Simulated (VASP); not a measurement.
# Pb: relaxation of cell and atoms with revPBE+D4

Crystal: Pb.

```xyz
1
Lattice="0.0000 2.4750 2.4750 2.4750 0.0000 2.4750 2.4750 2.4750 0.0000" Properties=species:S:1:pos:R:3 pbc="T T T"
Pb    0.0000    0.0000    0.0000
```

```yaml
Program: VASP 6.6.1
Task: relaxation of cell and atoms
Functional: revPBE
Dispersion: D4
Potentials_or_basis: VASP PAW PBE potentials, release 64 (Pb_d)
Cutoff: 600 eV
k_mesh: 9 × 9 × 9
Occupations: fermi-dirac, width 0.05 eV
Spin: no spin polarisation
Dipole_correction: no
Further_INCAR_settings: ALGO = Normal; EDIFF = 1e-07; IBRION = 2; EDIFFG = -0.02; NSW = 80; ISIF = 3
```

| Item | Value |
| --- | --- |
| Relaxed volume | 30.60 Å³/atom |
| Relaxed cell | a = 3.511 Å, b = 3.511 Å, c = 3.511 Å, α = 60.00°, β = 60.00°, γ = 60.00° |
| Space group after relaxing (to 0.05 Å) | Fm-3m (No. 225) |
| Energy gained by relaxing | 0.2 meV/atom |
| Ionic steps | 2 |
| Pressure after relaxing | -0.1 GPa |
| Band gap on the k mesh | zero (band 7 reaches 14.64 eV, above the bottom of band 8 at 5.75 eV) |
| Dispersion energy per atom | -0.592 eV |

The path:
| step | energy change (eV) | largest force (eV/Å) | pressure (GPa) | volume (Å³) |
| --- | --- | --- | --- | --- |
| 1 | 0.0000 | 0.0000 | 0.33 | 30.32 |
| 2 | -0.0002 | 0.0000 | -0.09 | 30.60 |

Final structure:
```
Pb
1.0
     0.00000    2.48254    2.48254
     2.48254    0.00000    2.48254
     2.48254    2.48254    0.00000
Pb
1
Direct
  0.00000 0.00000 0.00000
```

Levels at points of the mesh, in eV from the Fermi level:
| k point | band 3 | band 4 | band 5 | band 6 | band 7 | band 8 | band 9 | band 10 | band 11 |
| --- | --- | --- | --- | --- | --- | --- | --- | --- | --- |
| (0.00, 0.00, 0.00) | -16.98 | -16.85 | -16.85 | -11.55 | 7.50 | 7.50 | 7.50 | 9.87 | 11.33 |

Wall time 13 s on 1 thread of Intel(R) Xeon(R) Platinum 8488C (Sapphire Rapids) (shared host), peak memory 0.16 GiB.

The cell as given is a measured one (30.32 Å³/atom); revPBE+D4 puts the equilibrium volume +0.9 % from it, thermal expansion not counted.

Caveat: the PAW data sets were made with another functional, which shifts forces and pressure a little; spin-orbit coupling is left out, which moves the levels of the heavy elements; pairwise dispersion overbinds metals, which lowers pressure and volume.
